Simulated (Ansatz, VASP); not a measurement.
# Ru: VASP beside Ansatz

```
CELL_PARAMETERS angstrom
3.59382 0.00000 0.00000
-1.79691 3.11234 0.00000
0.00000 0.00000 2.19623
ATOMIC_POSITIONS crystal
Ru 0.00000 0.00000 0.00000
Ru 0.33333 0.66667 0.50000
Ru 0.66667 0.33333 0.50000
```

Change from the starting cell: volume scaled by 0.58, LAPW.

Alike in both runs: task single point; functional PBE; k mesh 9 × 9 × 13; occupations fermi-dirac, width 0.08 eV; no spin polarisation.

```csv
,VASP,Ansatz
version,VASP 6.6.1,Ansatz 0.2.0
potentials or method,"VASP PAW PBE potentials, release 64 (Ru_pv), cutoff 520 eV","all-electron LAPW, scalar-relativistic"
```

```csv
,VASP,Ansatz,Ansatz less VASP
pressure (GPa),563.0,551.1,-11.89
"traceless stress, the component that is largest in VASP (GPa)",-2.27,0.29,+2.556
```

Both programs put the cell under a high pressure, so it lies far from rest at this level. Ansatz ran all-electron here, and VASP with PAW potentials.

Noted on VASP's run: the cell as given lies far from equilibrium.
